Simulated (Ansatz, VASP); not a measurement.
# CsCl in VASP and in Ansatz

```
CELL_PARAMETERS angstrom
4.14068 0.00000 0.00000
0.00000 4.14068 0.00000
0.00000 0.00000 4.14068
ATOMIC_POSITIONS crystal
Cs 0.00000 0.00000 0.00000
Cl 0.50000 0.50000 0.50000
```

Alike in both runs: task single point; functional PBE; k mesh 4 × 4 × 4; no spin polarisation.

```csv
,VASP,Ansatz
version,VASP 6.6.1,Ansatz 0.2.0
potentials or method,"VASP PAW PBE potentials, release 64 (Cs_sv, Cl)","plane waves, PAW"
plane-wave cutoff (eV),500,420
occupations,"gaussian, width 0.01 eV",fixed
valence electrons in the cell,16,16
```

VASP gave:

```
gap on the k mesh at the Fermi level (eV) : 5.20
pressure (GPa)                            : 0.8
```

Q: Which values does Ansatz return?

A: gap on the k mesh at the Fermi level (eV): 5.21; pressure (GPa): 0.8.

Spin-orbit coupling is off throughout.
